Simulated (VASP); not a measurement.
Wanted: the native input for a VASP 6.6.1 run.

```yaml
Task: single point
Functional: LDA
Potentials_or_basis: VASP PAW LDA potentials, release 64 (Cd, F)
Cutoff: 520 eV
k_mesh: 9 × 9 × 9
Occupations: fermi-dirac, width 0.05 eV
Spin: no spin polarisation
Dipole_correction: no
Further_INCAR_settings: ALGO = Normal; EDIFF = 1e-07; NBANDS = 20
```

The structure of CdF2 lies in POSCAR:

```
CdF2
1.0
    0.0000000000      2.6940000000      2.6940000000
    2.6940000000      0.0000000000      2.6940000000
    2.6940000000      2.6940000000      0.0000000000
Cd F
1 2
Direct
    0.0000000000      0.0000000000      0.0000000000
    0.7500000000      0.7500000000      0.7500000000
    0.2500000000      0.2500000000      0.2500000000
```

These files were run (other wordings do the same):

INCAR

```
SYSTEM = CdF2
PREC     = Accurate       ! precision mode
ENCUT    = 520            ! plane-wave cutoff, eV
EDIFF    = 1E-7           ! SCF threshold, eV
ISMEAR   = -1             ! smearing method
SIGMA    = 0.05           ! smearing width, eV
LREAL    = .False.        ! projectors in reciprocal space
LASPH    = .True.         ! aspherical terms in the spheres
NELM     = 100            ! most SCF steps
ALGO     = Normal         ! electronic algorithm
ISIF     = 2              ! what is computed and relaxed
LWAVE    = .False.        ! write WAVECAR
LCHARG   = .False.        ! write CHGCAR
GGA      = CA             ! functional
NBANDS   = 20             ! bands
```

KPOINTS

```
Automatic mesh
0
Gamma
  9 9 9
  0 0 0
```

Potentials or basis: VASP PAW LDA potentials, release 64 (Cd, F).

The run is started by

```sh
$ cat potpaw_LDA.64/Cd/POTCAR potpaw_LDA.64/F/POTCAR > POTCAR
$ mpirun -np 1 vasp_std > vasp.out
```

It gave:

| Item | Value |
| --- | --- |
| Pressure | -4.7 GPa |
| Band gap on the k mesh | 2.83 eV (least direct gap 3.28 eV) |

Caveat: the cell stands under tension; an odd mesh through Γ misses points on the zone boundary, where band edges can lie.

Run time: 9.7 s on 1 thread of Intel(R) Xeon(R) 6975P-C (Granite Rapids), on a shared host, peak memory 0.15 GiB.
